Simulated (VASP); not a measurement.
# BaTiO3 (P4mm) in VASP: relaxation of cell and atoms with LDA

Aim: the relaxation of cell and atoms of BaTiO3 with LDA.

Everything below comes from runs of VASP 6.6.1. Logs are shortened: lines on timing, memory, paths and dates and some standing lists are left out, and cuts for length are marked.

## (1) The cell of the first run

Symmetry: P4mm, No. 99, tetragonal system. The conventional cell has a = 3.986 Å, b = 3.986 Å, c = 4.198 Å, α = 90.00°, β = 90.00°, γ = 90.00°. Within 3.7 Å of Ba (site symmetry 4mm) lie 12 O at 2.80 to 2.99 Å and 8 Ti at 3.47 to 3.56 Å. Ti (site symmetry 4mm) has 6 O at 1.81 to 2.39 Å within 2.4 Å. Within 2.4 Å of O (site symmetry 4mm) lie 2 Ti at 1.81 to 2.39 Å. O (site symmetry 2mm) has 2 Ti at 2.00 Å and 4 Ba at 2.80 to 2.99 Å and 8 O at 2.82 to 2.96 Å within 3.0 Å.

## (2) Relaxation of cell and atoms, LDA

Input file INCAR:

```
SYSTEM = BaTiO3
ALGO = Normal
EDIFF = 1E-6
EDIFFG = -0.005
ENCUT = 600
GGA = CA
IBRION = 2
ISIF = 3
ISMEAR = -1
LASPH = .True.
LCHARG = .False.
LREAL = .False.
LWAVE = .False.
NELM = 80
NSW = 80
PREC = Accurate
SIGMA = 0.02
```

Input file KPOINTS:

```
k-points
0
Gamma
  6 6 6
  0 0 0
```

Input file POSCAR:

```
BaTiO3
1.0
    3.9861129279      0.0000000000      0.0000000000
    0.0000000000      3.9861129279      0.0000000000
    0.0000000000      0.0000000000      4.1980356845
Ba Ti O
1 1 3
Direct
    0.0000000000      0.0000000000     -0.0104426150
    0.5000000000      0.5000000000      0.4722700993
    0.5000000000      0.5000000000      0.0405145117
    0.5000000000      0.0000000000      0.5203290020
    0.0000000000      0.5000000000      0.5203290020
```

Potentials or basis: VASP PAW LDA potentials, release 64 (Ba_sv, Ti_sv, O).

The run is started by

```console
cat potpaw_LDA.64/Ba_sv/POTCAR potpaw_LDA.64/Ti_sv/POTCAR potpaw_LDA.64/O/POTCAR > POTCAR
mpirun -np 1 vasp_std > vasp.out
```

OUTCAR:

```text
SYSTEM = BaTiO3
   EDIFF = 1E-6
   EDIFFG = -0.005
   ENCUT = 600
   GGA = CA
   IBRION = 2
   ISIF = 3
   ISMEAR = -1
   LASPH = .True.
   LREAL = .False.
   NELM = 80
   NSW = 80
   PREC = Accurate

 ion  position               nearest neighbor table
   1  0.000  0.000  0.990-   4 2.80   5 2.80   5 2.80   4 2.80   3 2.83   3 2.83   3 2.83   3 2.83
                             4 2.99   5 2.99   5 2.99   4 2.99   2 3.47   2 3.47   2 3.47   2 3.47
   2  0.500  0.500  0.472-   3 1.81   4 2.00   5 2.00   4 2.00   5 2.00   3 2.39   1 3.47   1 3.47
                             1 3.47   1 3.47   1 3.56   1 3.56   1 3.56   1 3.56
   3  0.500  0.500  0.041-   2 1.81   2 2.39   1 2.83   1 2.83   1 2.83   1 2.83
   4  0.500  0.000  0.520-   2 2.00   2 2.00   1 2.80   1 2.80   1 2.99   1 2.99
   5  0.000  0.500  0.520-   2 2.00   2 2.00   1 2.80   1 2.80   1 2.99   1 2.99

  LATTYP: Found a simple tetragonal cell.
 ALAT       =     3.9861129279
 C/A-ratio  =     1.0531652666

  Lattice vectors:

 A1 = (   3.9861129279,   0.0000000000,   0.0000000000)
 A2 = (   0.0000000000,   3.9861129279,   0.0000000000)
 A3 = (   0.0000000000,   0.0000000000,   4.1980356845)

Analysis of symmetry for initial positions (statically):
=====================================================================
 Subroutine PRICEL returns:
 Original cell was already a primitive cell.

 Routine SETGRP: Setting up the symmetry group for a
 simple tetragonal supercell.

 Subroutine GETGRP returns: Found  8 space group operations
 (whereof  8 operations were pure point group operations)
 out of a pool of 16 trial point group operations.

The static configuration has the point symmetry C_4v.

Analysis of symmetry for dynamics (positions and initial velocities):
=====================================================================
 Subroutine PRICEL returns:
 Original cell was already a primitive cell.

 Routine SETGRP: Setting up the symmetry group for a
 simple tetragonal supercell.

 Subroutine GETGRP returns: Found  8 space group operations
 (whereof  8 operations were pure point group operations)
 out of a pool of 16 trial point group operations.

The dynamic configuration has the point symmetry C_4v.

 Subroutine INISYM returns: Found  8 space group operations
 (whereof  8 operations are pure point group operations),
 and found     1 'primitive' translations

----------------------------------------------------------------------------------------

                                     Primitive cell

  volume of cell :      66.7030

  direct lattice vectors                    reciprocal lattice vectors
     3.986112928  0.000000000  0.000000000     0.250870966  0.000000000  0.000000000
     0.000000000  3.986112928  0.000000000     0.000000000  0.250870966  0.000000000
     0.000000000  0.000000000  4.198035684     0.000000000  0.000000000  0.238206646

  length of vectors
     3.986112928  3.986112928  4.198035684     0.250870966  0.250870966  0.238206646

  position of ions in fractional coordinates (direct lattice)
     0.000000000  0.000000000  0.989557385
     0.500000000  0.500000000  0.472270099
     0.500000000  0.500000000  0.040514512
     0.500000000  0.000000000  0.520329002
     0.000000000  0.500000000  0.520329002

  ion indices of the primitive-cell ions
   primitive index   ion index
                 1           1
                 2           2
                 3           3
                 4           4
                 5           5

----------------------------------------------------------------------------------------

 KPOINTS: k-points

Automatic generation of k-mesh.
 Grid dimensions read from file:
 generate k-points for:    6    6    6

 Generating k-lattice:

  Cartesian coordinates                     Fractional coordinates (reciprocal lattice)
     0.041811828  0.000000000  0.000000000     0.166666667  0.000000000  0.000000000
     0.000000000  0.041811828  0.000000000     0.000000000  0.166666667  0.000000000
     0.000000000  0.000000000  0.039701108     0.000000000  0.000000000  0.166666667

  Length of vectors
     0.041811828  0.041811828  0.039701108

  Shift w.r.t. Gamma in fractional coordinates (k-lattice)
     0.000000000  0.000000000  0.000000000

 Subroutine IBZKPT returns following result:
 ===========================================

 Found     40 irreducible k-points:

 Following reciprocal coordinates:
            Coordinates               Weight
  0.000000  0.000000  0.000000      1.000000
  0.166667  0.000000  0.000000      4.000000
  0.333333  0.000000  0.000000      4.000000
  0.500000  0.000000  0.000000      2.000000
  0.166667  0.166667  0.000000      4.000000
  0.333333  0.166667  0.000000      8.000000
[... 16 lines left out ...]
  0.333333  0.000000  0.333333      8.000000
  0.500000  0.000000  0.333333      4.000000
 [... further k-points ...]
   k-points           NKPTS =     40   k-points in BZ     NKDIM =     40   number of bands    NBANDS=     24
   number of dos      NEDOS =    301   number of ions     NIONS =      5
   total plane-waves  NPLWV =  36864
   dimension x,y,z NGX =    32 NGY =   32 NGZ =   36
   dimension x,y,z NGXF=    64 NGYF=   64 NGZF=   72
   ions per type =               1   1   3
   NGX,Y,Z   is equivalent  to a cutoff of  13.35, 13.35, 14.26 a.u.
   NGXF,Y,Z  is equivalent  to a cutoff of  26.69, 26.69, 28.51 a.u.
 SYSTEM =  BaTiO3
   PREC   = accura    normal or accurate (medium, high low for compatibility)
   ISTART =      0    job   : 0-new  1-cont  2-samecut
   ICHARG =      2    charge: 1-file 2-atom 10-const
   ISPIN  =      1    spin polarized calculation?
   LNONCOLLINEAR =      F non collinear calculations
   LSORBIT =      F    spin-orbit coupling
   LASPH  =      T    aspherical Exc in radial PAW
   ENCUT  =  600.0 eV  44.10 Ry    6.64 a.u.   7.96  7.96  8.38*2*pi/ulx,y,z
   NELM   =     80;   NELMIN=  2; NELMDL= -5     # of ELM steps
   EDIFF  = 0.1E-05   stopping-criterion for ELM
   LREAL  =      F    real-space projection
   EDIFFG = -.5E-02   stopping-criterion for IOM
   NSW    =     80    number of steps for IOM
   IBRION =      2    ionic relax: 0-MD 1-quasi-New 2-CG
   NFREE  =      1    steps in history (QN), initial steepest desc. (CG)
   ISIF   =      3    stress and relaxation
   ISYM   =      2    0-nonsym 1-usesym 2-fastsym
   POTIM  = 0.5000    time-step for ionic-motion
   TEBEG  =    0.0;   TEEND  =   0.0 temperature during run
   PSTRESS=    0.0 pullay stress
   NELECT =      40.0000    total number of electrons
   NUPDOWN=      -1.0000    fix difference up-down
   EMIN   =  10.00;   EMAX   =-10.00  energy-range for DOS
   EFERMI =   0.00;   METHOD = LEGACY
   ISMEAR =    -1;   SIGMA  =   0.02  broadening in eV -4-tet -1-fermi 0-gaus
   EFERMI_NEDOS =   21; number of points for ismear=-14 and -15
   IALGO  =     38    algorithm
   IMIX   =      4    mixing-type and parameters
     AMIX     =   0.40;   BMIX     =  1.00
     AMIX_MAG =   1.60;   BMIX_MAG =  1.00
  volume/ion in A,a.u.               =      13.34        90.03
  Fermi-wavevector in a.u.,A,eV,Ry     =   1.380532  2.608827 25.930906  1.905868
  Thomas-Fermi vector in A             =   2.505400
   LORBIT       =      0    0 simple, 1 ext, 2 COOP (PROOUT), +10 PAW based schemes
   GGA     = CA    functional components
   LHFCALC =     F    Hartree Fock is set to
   AEXX    =    0.0000 exact exchange contribution
   IVDW    =     0    specifies the selected vdW correction
   LEPSILON=     F    determine dielectric tensor
   LRPA    =     F    only Hartree local field effects (RPA)
 conjugate gradient relaxation of ions
 non-spin polarized calculation
  energy-cutoff  :      600.00
  volume of cell :       66.70
 maximum number of plane-waves:      2260
 NGX is ok and might be reduce to    32
   NGX = 15   NGY = 15   NGZ = 17

--------------------------------------- Ionic step        1  -------------------------------------------

 number of electron      39.9999988 magnetization

 Free energy of the ion-electron system (eV)
  ---------------------------------------------------
  ext. energy  EPLUGINS =         0.00000000
  ---------------------------------------------------
  free energy    TOTEN  =       -44.04633020 eV

  energy without entropy =      -44.04633020  energy(sigma->0) =      -44.04633020

------------------------ aborting loop because EDIFF is reached ----------------------------------------

  FORCE on cell =-STRESS in cart. coord.  units (eV):
  Direction    XX          YY          ZZ          XY          YZ          ZX
  --------------------------------------------------------------------------------------
  -------------------------------------------------------------------------------------
  Total       -3.6924662     -3.6924662     -3.4689261      0.0000000     -0.0000000      0.0000000
  in kB      -88.6914568    -88.6914568    -83.3221202      0.0000000     -0.0000000      0.0000000
  external PRESSURE =     -86.9016779 kB  Pullay stress =       0.0000000 kB
[... 98 lines left out ...]
  FREE ENERGIE OF THE ION-ELECTRON SYSTEM (eV)
  ---------------------------------------------------
  free  energy   TOTEN  =       -44.1420131247 eV

  energy  without entropy=      -44.1420131247  energy(sigma->0) =      -44.14201312

[... ionic steps 4 to 14 ...]

--------------------------------------- Ionic step       15  -------------------------------------------

 number of electron      39.9999983 magnetization

------------------------ aborting loop because EDIFF is reached ----------------------------------------
[... 73 lines left out ...]
--------------------------------------- Ionic step       17  -------------------------------------------

 number of electron      39.9999983 magnetization

 Free energy of the ion-electron system (eV)
  ---------------------------------------------------
  ext. energy  EPLUGINS =         0.00000000
  ---------------------------------------------------
  free energy    TOTEN  =       -44.18071273 eV

  energy without entropy =      -44.18071273  energy(sigma->0) =      -44.18071273

 E-fermi :   4.3520     XC(G=0): -11.9077

 val. band max:        3.8510893691   @ k =   0.5000   0.5000   0.5000
 cond. band min:       5.6034326428   @ k =   0.0000   0.0000   0.0000
 fundamental gap:      1.7523432737
 Fermi energy:         4.3520095721

 k-point     1 :       0.0000    0.0000    0.0000
  band No.  band energies     occupation
      1     -51.8495      2.00000
      2     -28.5281      2.00000
      3     -28.4870      2.00000
      4     -28.4870      2.00000
      5     -20.8076      2.00000
      6     -12.8605      2.00000
[... 637 lines left out ...]
     23       7.7536      0.00000
     24       8.9672      0.00000

 [... further k-points ...]

------------------------ aborting loop because EDIFF is reached ----------------------------------------

  FORCE on cell =-STRESS in cart. coord.  units (eV):
  Direction    XX          YY          ZZ          XY          YZ          ZX
  --------------------------------------------------------------------------------------
  -------------------------------------------------------------------------------------
  Total        0.0108254      0.0108254      0.0102671      0.0000000      0.0000000      0.0000000
  in kB        0.2799041      0.2799041      0.2654675      0.0000000      0.0000000      0.0000000
  external PRESSURE =       0.2750919 kB  Pullay stress =       0.0000000 kB
[... 20 lines left out ...]
  FREE ENERGIE OF THE ION-ELECTRON SYSTEM (eV)
  ---------------------------------------------------
  free  energy   TOTEN  =       -44.1807127263 eV

  energy  without entropy=      -44.1807127263  energy(sigma->0) =      -44.18071273

 reached required accuracy - stopping structural energy minimisation
```

It took 18 min on 1 thread of AMD EPYC 7R13, shared host; peak memory 0.24 GiB.

Results:

| Quantity | Value |
| --- | --- |
| Free energy | -44.1807 eV |
| Relaxed volume | 12.39 Å³/atom |
| Relaxed cell | a = 3.941 Å, b = 3.941 Å, c = 3.990 Å, α = 90.00°, β = 90.00°, γ = 90.00° |
| Space group after relaxing (to 0.1 Å) | P4mm (No. 99) |
| Energy gained by relaxing | 26.9 meV/atom |
| Ionic steps | 17 |
| Pressure after relaxing | 0.0 GPa |
| Band gap on the k mesh | 1.75 eV (least direct gap 2.05 eV) |

Forces on the atoms (eV/Å):
```
Ba   0.000  0.000 -0.001
Ti   0.000  0.000 -0.002
O    0.000  0.000  0.002
O    0.000  0.000  0.000
O    0.000  0.000  0.000
```

The path:
```tsv
step	energy change (eV)	largest force (eV/Å)	pressure (GPa)	volume (Å³)
1	0.0000	0.1575	-8.69	66.70
2	0.0236	1.5868	11.47	59.96
3	-0.0957	0.6095	-0.25	63.39
4	-0.1089	0.1466	0.03	62.79
5	-0.1090	0.1424	0.05	62.82
6	-0.1189	0.1386	-0.06	62.63
7	-0.1304	0.1291	0.11	62.12
8	-0.1334	0.0657	-0.24	62.12
9	-0.1340	0.0515	-0.51	62.12
10	-0.1327	0.0661	1.17	61.56
11	-0.1343	0.0198	0.02	61.94
12	-0.1344	0.0108	0.02	61.96
13	-0.1344	0.0105	-0.03	61.99
14	-0.1344	0.0144	0.02	61.98
15	-0.1344	0.0125	-0.01	61.98
16	-0.1344	0.0054	0.02	61.97
17	-0.1344	0.0023	0.03	61.96
```

Final structure:
```
Ba Ti O
1.0
     3.94088    0.00000    0.00000
     0.00000    3.94088    0.00000
     0.00000    0.00000    3.98986
Ba Ti O
1 1 3
Direct
  0.00000 0.00000 0.00194
  0.50000 0.50000 0.48904
  0.50000 0.50000 0.02225
  0.50000 0.00000 0.51489
  0.00000 0.50000 0.51489
```

Caveat: spin-orbit coupling is left out, which moves the levels of the heavy elements.
